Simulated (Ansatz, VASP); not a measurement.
One calculation of Ge, two programs

```xyz
3
Lattice="4.9794 0.0000 0.0000 -2.4897 4.3123 0.0000 0.0000 0.0000 2.8134" Properties=species:S:1:pos:R:3 pbc="T T T"
Ge    4.9794    0.0000    2.8134
Ge    0.0000    2.8748    1.4067
Ge    2.4897    1.4374    1.4067
```

Alike in both runs: task single point; functional LDA; k mesh 9 × 9 × 13; occupations fermi-dirac, width 0.1 eV; no spin polarisation.

```csv
,VASP,Ansatz
version,VASP 6.6.1,Ansatz 0.2.0
potentials or method,"VASP PAW LDA potentials, release 64 (Ge_d), cutoff 520 eV","plane waves (420 eV) with PAW, scalar-relativistic"
valence electrons in the cell,42,42
```

```tsv
	VASP	Ansatz	Ansatz less VASP
pressure (GPa)	-7.1	-7.0	+0.11
traceless stress, the component that is largest in VASP (GPa)	2.44	2.43	-0.008
```

Ansatz warns that its potentials were made for another functional, while VASP's fit it. LDA's correlation is that of Perdew and Zunger in VASP and of Perdew and Wang (1992) in Ansatz.
